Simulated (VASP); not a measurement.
Set up this calculation in VASP 6.6.1, as the native input.

- Task: single point
- Functional: PBEsol
- Potentials or basis: VASP PAW PBE potentials, release 64 (Hf_pv, C)
- Cutoff: 520 eV
- k mesh: 7 × 7 × 7
- Occupations: fermi-dirac, width 0.05 eV
- Spin: no spin polarisation
- Dipole correction: no
- Further INCAR settings: ALGO = Normal; EDIFF = 1e-06; NBANDS = 14

The structure of HfC lies in POSCAR:

```
HfC
1.0
    0.0000000000      2.3035982051      2.3035982051
    2.3035982051      0.0000000000      2.3035982051
    2.3035982051      2.3035982051      0.0000000000
Hf C
1 1
Direct
    0.0000000000      0.0000000000      0.0000000000
    0.5000000000      0.5000000000      0.5000000000
```

One way to write it, as run:

INCAR

```
PREC = Accurate
ENCUT = 520
EDIFF = 1E-6
ISMEAR = -1
SIGMA = 0.05
LREAL = F
LASPH = T
NELM = 100
ALGO = Normal
ISIF = 2
LWAVE = F
LCHARG = F
GGA = PS
NBANDS = 14
```

KPOINTS

```
Automatic mesh
0
Gamma
  7 7 7
```

Potentials or basis: VASP PAW PBE potentials, release 64 (Hf_pv, C).

Launch:

```sh
$ cat potpaw_PBE.64/Hf_pv/POTCAR potpaw_PBE.64/C/POTCAR > POTCAR
$ mpirun -np 1 vasp_std > vasp.out
```

It gave:

The pressure is -0.3 GPa. The band gap on the k mesh is zero (band 7 reaches 7.07 eV, above the bottom of band 8 at 5.61 eV).

Caveat: the PAW data sets were made with another functional, which shifts forces and pressure a little; spin-orbit coupling is left out, which moves the levels of the heavy elements.

It took 12 s on 1 thread of Intel Xeon 8259CL (shared host), peak memory 0.14 GiB.
